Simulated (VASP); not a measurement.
# C in VASP: settings compared

The runs below take C through single point, with r2SCAN+rVV10, PBEsol, PBE-based screened hybrid with 25 % exact exchange, r2SCAN0+D4, r2SCANh.

All numbers are computed with VASP 6.6.1; they aren't measurements. Logs are shortened: lines on timing, memory, paths and dates and some standing lists are left out, and cuts for length are marked.

## (1) The cell of the first run

It takes space group Fd-3m (No. 227, cubic). Conventional cell: a = 3.567 Å, b = 3.567 Å, c = 3.567 Å, α = 90.00°, β = 90.00°, γ = 90.00°. Within 2.1 Å of C (site symmetry -43m) lie 4 C at 1.54 Å.

## (2) Single point, r2SCAN+rVV10

Input file POSCAR:

```
C
1.0
    0.0000000000      1.7833700000      1.7833700000
    1.7833700000      0.0000000000      1.7833700000
    1.7833700000      1.7833700000      0.0000000000
C
2
Direct
    0.2500000000      0.2500000000      0.2500000000
    1.0000000000      1.0000000000      1.0000000000
```

Input file INCAR.step1:

```
PREC = Accurate
ENCUT = 660
ISMEAR = -1
SIGMA = 0.1
LREAL = False
LASPH = True
NELM = 120
NBANDS = 11
GGA = PE
ALGO = Normal
EDIFF = 1E-5
LWAVE = True
LCHARG = False
GGA_COMPAT = False
```

Input file INCAR.step2:

```
PREC = Accurate
ENCUT = 660
EDIFF = 1E-6
ISMEAR = -1
SIGMA = 0.1
LREAL = False
LASPH = True
NELM = 120
ALGO = Normal
ISIF = 2
LWAVE = False
LCHARG = False
METAGGA = R2SCAN
LMIXTAU = True
LUSE_VDW = True
IVDW_NL = 2
BPARAM = 11.95
CPARAM = 0.0093
NBANDS = 11
ISTART = 1
GGA_COMPAT = False
```

Input file KPOINTS:

```
Automatic mesh
0
Gamma
  13 13 13
```

Potentials or basis: VASP PAW PBE potentials, release 64 (C).

The run is started by

```console
$ cat potpaw_PBE.64/C/POTCAR > POTCAR
$ cp INCAR.step1 INCAR
$ mpirun -np 1 vasp_std > vasp.out
$ cp INCAR.step2 INCAR
$ mpirun -np 1 vasp_std > vasp.out
```

OUTCAR:

```text
PREC = Accurate
   ENCUT = 660
   EDIFF = 1E-6
   ISMEAR = -1
   LREAL = False
   LASPH = True
   NELM = 120
   ISIF = 2
   METAGGA = R2SCAN
   IVDW_NL = 2
   BPARAM = 11.95
   ISTART = 1

 ion  position               nearest neighbor table
   1  0.250  0.250  0.250-   2 1.54   2 1.54   2 1.54   2 1.54
   2  0.000  0.000  0.000-   1 1.54   1 1.54   1 1.54   1 1.54

  LATTYP: Found a face centered cubic cell.
 ALAT       =     3.5667400000

  Lattice vectors:

 A1 = (   0.0000000000,   1.7833700000,   1.7833700000)
 A2 = (   1.7833700000,   0.0000000000,   1.7833700000)
 A3 = (   1.7833700000,   1.7833700000,   0.0000000000)

Analysis of symmetry for initial positions (statically):
=====================================================================
 Subroutine PRICEL returns:
 Original cell was already a primitive cell.

 Routine SETGRP: Setting up the symmetry group for a
 face centered cubic supercell.

 Subroutine GETGRP returns: Found 48 space group operations
 (whereof 24 operations were pure point group operations)
 out of a pool of 48 trial point group operations.

The static configuration has the point symmetry T_d .
 The point group associated with its full space group is O_h .

Analysis of symmetry for dynamics (positions and initial velocities):
=====================================================================
 Subroutine PRICEL returns:
 Original cell was already a primitive cell.

 Routine SETGRP: Setting up the symmetry group for a
 face centered cubic supercell.

 Subroutine GETGRP returns: Found 48 space group operations
 (whereof 24 operations were pure point group operations)
 out of a pool of 48 trial point group operations.

The dynamic configuration has the point symmetry T_d .
 The point group associated with its full space group is O_h .

 Subroutine INISYM returns: Found 48 space group operations
 (whereof 24 operations are pure point group operations),
 and found     1 'primitive' translations

----------------------------------------------------------------------------------------

                                     Primitive cell

  volume of cell :      11.3437

  direct lattice vectors                    reciprocal lattice vectors
     0.000000000  1.783370000  1.783370000    -0.280368067  0.280368067  0.280368067
     1.783370000  0.000000000  1.783370000     0.280368067 -0.280368067  0.280368067
     1.783370000  1.783370000  0.000000000     0.280368067  0.280368067 -0.280368067

  length of vectors
     2.522066041  2.522066041  2.522066041     0.485611737  0.485611737  0.485611737

  position of ions in fractional coordinates (direct lattice)
     0.250000000  0.250000000  0.250000000
     0.000000000  0.000000000  0.000000000

  ion indices of the primitive-cell ions
   primitive index   ion index
                 1           1
                 2           2

----------------------------------------------------------------------------------------

 KPOINTS: Automatic mesh

Automatic generation of k-mesh.
 Grid dimensions read from file:
 generate k-points for:   13   13   13

 Generating k-lattice:

  Cartesian coordinates                     Fractional coordinates (reciprocal lattice)
    -0.021566774  0.021566774  0.021566774     0.076923077  0.000000000  0.000000000
     0.021566774 -0.021566774  0.021566774     0.000000000  0.076923077  0.000000000
     0.021566774  0.021566774 -0.021566774     0.000000000  0.000000000  0.076923077

  Length of vectors
     0.037354749  0.037354749  0.037354749

  Shift w.r.t. Gamma in fractional coordinates (k-lattice)
     0.000000000  0.000000000  0.000000000

 Subroutine IBZKPT returns following result:
 ===========================================

 Found     84 irreducible k-points:

 Following reciprocal coordinates:
            Coordinates               Weight
  0.000000  0.000000  0.000000      1.000000
  0.076923  0.000000  0.000000      8.000000
  0.153846  0.000000  0.000000      8.000000
  0.230769  0.000000  0.000000      8.000000
  0.307692  0.000000  0.000000      8.000000
  0.384615  0.000000  0.000000      8.000000
[... 16 lines left out ...]
  0.384615  0.153846  0.000000     24.000000
  0.461538  0.153846  0.000000     24.000000
 [... further k-points ...]
   k-points           NKPTS =     84   k-points in BZ     NKDIM =     84   number of bands    NBANDS=     11
   number of dos      NEDOS =    301   number of ions     NIONS =      2
   total plane-waves  NPLWV =  13824
   dimension x,y,z NGX =    24 NGY =   24 NGZ =   24
   dimension x,y,z NGXF=    48 NGYF=   48 NGZF=   48
   ions per type =               2
   NGX,Y,Z   is equivalent  to a cutoff of  15.82, 15.82, 15.82 a.u.
   NGXF,Y,Z  is equivalent  to a cutoff of  31.64, 31.64, 31.64 a.u.
 SYSTEM =  unknown system
   PREC   = accura    normal or accurate (medium, high low for compatibility)
   ISTART =      1    job   : 0-new  1-cont  2-samecut
   ICHARG =      0    charge: 1-file 2-atom 10-const
   ISPIN  =      1    spin polarized calculation?
   LNONCOLLINEAR =      F non collinear calculations
   LSORBIT =      F    spin-orbit coupling
   LASPH  =      T    aspherical Exc in radial PAW
   ENCUT  =  660.0 eV  48.51 Ry    6.96 a.u.   5.28  5.28  5.28*2*pi/ulx,y,z
   NELM   =    120;   NELMIN=  2; NELMDL=  0     # of ELM steps
   EDIFF  = 0.1E-05   stopping-criterion for ELM
   LREAL  =      F    real-space projection
   EDIFFG = 0.1E-04   stopping-criterion for IOM
   NSW    =      0    number of steps for IOM
   IBRION =     -1    ionic relax: 0-MD 1-quasi-New 2-CG
   NFREE  =      0    steps in history (QN), initial steepest desc. (CG)
   ISIF   =      2    stress and relaxation
   ISYM   =      2    0-nonsym 1-usesym 2-fastsym
   POTIM  = 0.5000    time-step for ionic-motion
   TEBEG  =    0.0;   TEEND  =   0.0 temperature during run
   PSTRESS=    0.0 pullay stress
   NELECT =       8.0000    total number of electrons
   NUPDOWN=      -1.0000    fix difference up-down
   EMIN   =  10.00;   EMAX   =-10.00  energy-range for DOS
   EFERMI =   0.00;   METHOD = LEGACY
   ISMEAR =    -1;   SIGMA  =   0.10  broadening in eV -4-tet -1-fermi 0-gaus
   EFERMI_NEDOS =   21; number of points for ismear=-14 and -15
   IALGO  =     38    algorithm
   IMIX   =      4    mixing-type and parameters
     AMIX     =   0.40;   BMIX     =  1.00
     AMIX_MAG =   1.60;   BMIX_MAG =  1.00
  volume/ion in A,a.u.               =       5.67        38.28
  Fermi-wavevector in a.u.,A,eV,Ry     =   1.457203  2.753714 28.891161  2.123440
  Thomas-Fermi vector in A             =   2.574032
   LORBIT       =      0    0 simple, 1 ext, 2 COOP (PROOUT), +10 PAW based schemes
   METAGGA = R2SCAN    functional components
   LHFCALC =     F    Hartree Fock is set to
   AEXX    =    0.0000 exact exchange contribution
   IVDW_NL    =     2    kernel type
   BPARAM     =11.9500
   IVDW    =     0    specifies the selected vdW correction
   LEPSILON=     F    determine dielectric tensor
   LRPA    =     F    only Hartree local field effects (RPA)
 non-spin polarized calculation
  energy-cutoff  :      660.00
  volume of cell :       11.34
 maximum number of plane-waves:       447
 NGX is ok and might be reduce to    24
   NGX = 11   NGY = 11   NGZ = 11

 number of electron       8.0000000 magnetization

 Free energy of the ion-electron system (eV)
  ---------------------------------------------------
  ext. energy  EPLUGINS =         0.00000000
  ---------------------------------------------------
  free energy    TOTEN  =       -19.59249092 eV

  energy without entropy =      -19.59249092  energy(sigma->0) =      -19.59249092

 E-fermi :  11.4731     XC(G=0): -14.2891

 val. band max:        9.7161867292   @ k =   0.0000   0.0000   0.0000
 cond. band min:      14.0235736552   @ k =   0.3846   0.3846   0.0000
 fundamental gap:      4.3073869260
 Fermi energy:        11.4730877570

 k-point     1 :       0.0000    0.0000    0.0000
  band No.  band energies     occupation
      1     -12.9940      2.00000
      2       9.7162      2.00000
      3       9.7162      2.00000
      4       9.7162      2.00000
      5      15.5453      0.00000
      6      15.5453      0.00000
      7      15.5453      0.00000
      8      23.5249      0.00000
      9      30.0306      0.00000
     10      37.0924      0.00000
     11      37.0924      0.00000

 k-point     2 :       0.0769    0.0000    0.0000
  band No.  band energies     occupation
      1     -12.8230      2.00000
      2       8.5698      2.00000
      3       9.4176      2.00000
      4       9.4176      2.00000
      5      15.9362      0.00000
      6      15.9362      0.00000
      7      16.2206      0.00000
      8      23.6981      0.00000
      9      30.3288      0.00000
     10      35.1921      0.00000
     11      35.1921      0.00000

 k-point     3 :       0.1538    0.0000    0.0000
  band No.  band energies     occupation
      1     -12.3112      2.00000
      2       6.1507      2.00000
      3       8.7469      2.00000
      4       8.7469      2.00000
      5      16.8193      0.00000
      6      16.8193      0.00000
      7      17.2920      0.00000
      8      24.2021      0.00000
      9      30.9927      0.00000
     10      33.5603      0.00000
     11      33.5603      0.00000

 k-point     4 :       0.2308    0.0000    0.0000
  band No.  band energies     occupation
      1     -11.4653      2.00000
      2       3.3972      2.00000
      3       8.0226      2.00000
      4       8.0226      2.00000
      5      17.7076      0.00000
      6      17.7076      0.00000
      7      18.0524      0.00000
      8      24.9317      0.00000
      9      31.4792      0.00000
     10      32.9477      0.00000
     11      32.9477      0.00000
[... 239 lines left out ...]
 k-point    22 :       0.3077    0.1538    0.0000
  band No.  band energies     occupation
      1     -10.5142      2.00000
      2       2.7035      2.00000
      3       5.9282      2.00000
      4       6.5339      2.00000
      5      15.9430      0.00000
      6      20.5772      0.00000
      7      20.7336      0.00000
      8      22.3918      0.00000
      9      31.2867      0.00000
     10      32.5001      0.00000
     11      37.3524      0.00000

 k-point    23 :       0.3846    0.1538    0.0000
  band No.  band energies     occupation
      1      -9.2606      2.00000
      2       0.1614      2.00000
      3       5.6156      2.00000
      4       5.7237      2.00000
      5      16.6657      0.00000
      6      20.9363      0.00000
      7      21.0036      0.00000
      8      23.0300      0.00000
      9      32.1206      0.00000
     10      32.7900      0.00000
     11      37.8365      0.00000

 k-point    24 :       0.4615    0.1538    0.0000
  band No.  band energies     occupation
      1      -7.7752      2.00000
      2      -2.1791      2.00000
      3       4.9901      2.00000
      4       5.5740      2.00000
      5      17.1191      0.00000
      6      20.8547      0.00000
      7      21.0881      0.00000
      8      24.4080      0.00000
      9      31.4745      0.00000
     10      34.2715      0.00000
     11      38.0324      0.00000

 [... further k-points ...]
[... 5 lines left out ...]
  --------------------------------------------------------------------------------------
  -------------------------------------------------------------------------------------
  Total       -0.2264385     -0.2264385     -0.2264385      0.0000000     -0.0000000      0.0000000
  in kB      -31.9820610    -31.9820610    -31.9820610      0.0000000     -0.0000000      0.0000000
  external PRESSURE =     -31.9820610 kB  Pullay stress =       0.0000000 kB

 VOLUME and BASIS-vectors are now :
 -----------------------------------------------------------------------------
  energy-cutoff  :      660.00
  volume of cell :       11.34
      direct lattice vectors                 reciprocal lattice vectors
     0.000000000  1.783370000  1.783370000    -0.280368067  0.280368067  0.280368067
     1.783370000  0.000000000  1.783370000     0.280368067 -0.280368067  0.280368067
     1.783370000  1.783370000  0.000000000     0.280368067  0.280368067 -0.280368067

 POSITION                                       TOTAL-FORCE (eV/Angst)
 -----------------------------------------------------------------------------------
      0.89168      0.89168      0.89168        -0.000000     -0.000000     -0.000000
      0.00000      0.00000      0.00000         0.000000      0.000000      0.000000
 -----------------------------------------------------------------------------------
    total drift:                               -0.000000      0.000000      0.000000

  FREE ENERGIE OF THE ION-ELECTRON SYSTEM (eV)
  ---------------------------------------------------
  free  energy   TOTEN  =       -19.5924909166 eV

  energy  without entropy=      -19.5924909164  energy(sigma->0) =      -19.59249092
```

It took 66 s on 1 thread of Intel Xeon Platinum 8259CL at 2.50GHz (Skylake/Cascade Lake), shared host; peak memory 0.21 GiB.

Results:

* Free energy: -19.5925 eV
* Pressure: -3.2 GPa
* Band gap on the k mesh: 4.31 eV (least direct gap 5.83 eV)

Caveat: the cell stands under tension; the PAW data sets were made with another functional, which shifts forces and pressure a little; an odd mesh through Γ misses points on the zone boundary, where band edges can lie. r2SCAN opens gaps a little over a GGA but as a rule still falls short of measured ones.

## (3) Single point, PBEsol (atoms moved at random)

Input file INCAR:

```
PREC = Accurate
ENCUT = 910
EDIFF = 1E-6
ISMEAR = -1
SIGMA = 0.05
LREAL = F
LASPH = T
NELM = 120
ALGO = Normal
ISIF = 2
LWAVE = F
LCHARG = T
GGA = PS
LELF = T
LVHAR = T
NBANDS = 11
GGA_COMPAT = F
```

Input file KPOINTS:

```
regular mesh
0
Gamma
  13 13 13
```

Input file POSCAR:

```
C
1.0
    0.0000000000      1.7833700000      1.7833700000
    1.7833700000      0.0000000000      1.7833700000
    1.7833700000      1.7833700000      0.0000000000
C
2
Direct
    0.7477760000      0.7530630000      0.7541630000
    0.4892810000      0.4986030000      0.4935990000
```

Potentials or basis: VASP PAW PBE potentials, release 64 (C_h).

The run is started by

```console
$ cat potpaw_PBE.64/C_h/POTCAR > POTCAR
$ mpirun -np 1 vasp_std > vasp.out
```

It took 5.3 min on 1 thread of Intel Xeon Platinum 8375C at 2.90GHz (Ice Lake), shared host; peak memory 0.35 GiB.

It converged, with:

| Property | Result |
| --- | --- |
| Free energy | -19.2329 eV |
| Pressure | -4.0 GPa |
| Largest force | 1.655 eV/Å |
| Band gap on the k mesh | 3.11 eV (least direct gap 3.94 eV) |

Forces in eV/Å, atoms in the order of the input:
```
C   -0.894 -1.178 -0.743
C    0.894  1.178  0.743
```

Stress tensor (GPa, compression positive):
```
-4.02 -0.45 -1.15
-0.45 -4.13 -0.71
-1.15 -0.71 -3.98
```

Levels at points of the mesh, in eV from the valence-band top:
```
           k point  band 1  band 2  band 3  band 4  band 5  band 6  band 7  band 8  band 9
(0.00, 0.00, 0.00)  -22.39   -1.39   -1.19    0.00    3.94    4.95    5.13   12.50   18.07
```

Caveat: the cell differs from its parent crystal (atoms moved at random); the cutoff is under 1.25 times the usual one of these potentials, so pressure, stress and relaxed cells hold a basis-set (Pulay) error; the cell stands under tension; the PAW data sets were made with another functional, which shifts forces and pressure a little; an odd mesh through Γ misses points on the zone boundary, where band edges can lie.

## (4) Single point, PBE-based screened hybrid with 25 % exact exchange

Input file POSCAR:

```
C
1.0
    0.0000000000      1.7833700000      1.7833700000
    1.7833700000      0.0000000000      1.7833700000
    1.7833700000      1.7833700000      0.0000000000
C
2
Direct
    0.7500000000      0.7500000000      0.7500000000
    0.5000000000      0.5000000000      0.5000000000
```

Input file INCAR.step1:

```
PREC     = Accurate       # precision mode
ENCUT    = 520            # plane-wave cutoff, eV
EDIFF    = 1E-5           # SCF threshold, eV
ISMEAR   = -1             # smearing method
SIGMA    = 0.05           # smearing width, eV
LREAL    = F              # projectors in reciprocal space
LASPH    = T              # aspherical terms in the spheres
NELM     = 100            # most SCF steps
ALGO     = Normal         # electronic algorithm
ISIF     = 2              # what is computed and relaxed
LWAVE    = T              # write WAVECAR
LCHARG   = F              # write CHGCAR
GGA      = PE             # functional
NBANDS   = 11             # bands
```

Input file INCAR.step2:

```
PREC     = Accurate       # precision mode
ENCUT    = 520            # plane-wave cutoff, eV
EDIFF    = 1E-6           # SCF threshold, eV
ISMEAR   = -1             # smearing method
SIGMA    = 0.05           # smearing width, eV
LREAL    = F              # projectors in reciprocal space
LASPH    = T              # aspherical terms in the spheres
NELM     = 100            # most SCF steps
ALGO     = Normal         # electronic algorithm
ISIF     = 2              # what is computed and relaxed
LWAVE    = F              # write WAVECAR
LCHARG   = F              # write CHGCAR
GGA      = PE             # functional
LHFCALC  = T              # exact exchange
AEXX     = 0.25           # exact-exchange fraction
HFSCREEN = 0.6            # screening, 1/A
PRECFOCK = Normal       
ISTART   = 1            
NBANDS   = 11             # bands
```

Input file KPOINTS:

```
Automatic mesh
0
Gamma
  7 7 7
```

Potentials or basis: VASP PAW PBE potentials, release 64 (C).

The run is started by

```console
$ cat potpaw_PBE.64/C/POTCAR > POTCAR
$ cp INCAR.step1 INCAR
$ mpirun -np 1 vasp_std > vasp.out
$ cp INCAR.step2 INCAR
$ mpirun -np 1 vasp_std > vasp.out
```

Run time: 7.1 min. Hardware: 1 thread of Intel Xeon 8259CL, shared host; peak memory 0.22 GiB.

It converged, with:

```yaml
Free_energy: -19.5765 eV
Pressure: -4.8 GPa
Band_gap_on_the_k_mesh: 4.70 eV (least direct gap 6.26 eV)
```

Levels at points of the mesh, in eV from the valence-band top:
```tsv
k point	band 1	band 2	band 3	band 4	band 5	band 6	band 7	band 8	band 9
(0.00, 0.00, 0.00)	-22.99	0.00	0.00	0.00	6.26	6.26	6.26	14.33	20.05
```

Caveat: the k points lie up to 0.44 Å⁻¹ apart; the PAW data sets were made with another functional, which shifts forces and pressure a little; an odd mesh through Γ misses points on the zone boundary, where band edges can lie.

[end of part 1 of 2]
